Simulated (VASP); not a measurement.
**Sn: single point with b88 exchange, pbe correlation**

The system is Sn.

```xyz
2
Lattice="0.0000 3.2333 3.2333 3.2333 0.0000 3.2333 3.2333 3.2333 0.0000" Properties=species:S:1:pos:R:3 pbc="T T T"
Sn    4.8992    4.8729    4.8722
Sn    3.2118    3.2585    3.2502
```

This cell differs from its parent crystal: atoms moved at random.

| Quantity | Value |
| --- | --- |
| Program | VASP 6.6.1 |
| Task | single point |
| Functional | b88 exchange, pbe correlation |
| Potentials or basis | VASP PAW PBE potentials, release 64 (Sn_d) |
| Cutoff | 500 eV |
| k mesh | 5 × 5 × 5 |
| Occupations | gaussian, width 0.05 eV |
| Spin | non-collinear spin, zero start, spin-orbit coupling |
| Starting moments | [[0.0, 0.0, 0.0], [0.0, 0.0, 0.0]] μB |
| Dipole correction | no |
| Further INCAR settings | ALGO = Normal; EDIFF = 1e-06; NBANDS = 40 |

```yaml
Pressure: 3.8 GPa
Largest_force: 0.586 eV/Å
Net_moment: 0.00 μB per cell
Valence_electrons_inside_the_program's_atomic_spheres: Sn 12.37
```

Forces in eV/Å, atoms in the order of the input:
```
Sn  -0.583  0.029 -0.046
Sn   0.583 -0.029  0.046
```

Stress tensor (GPa, compression positive):
```
 3.70 -0.14  0.06
-0.14  3.87 -1.73
 0.06 -1.73  3.87
```

Moments on the atoms (μB; x, y, z):
```
Sn  0.00 0.00 0.00
Sn  0.00 0.00 0.00
```

It took 4.6 min on 1 thread of Intel(R) Xeon(R) Platinum 8488C (Sapphire Rapids), with other jobs on the host, peak memory 0.5 GiB.

Caveat: the cell differs from its parent crystal (atoms moved at random); the cell stands under pressure; the PAW data sets were made with another functional, which shifts forces and pressure a little.
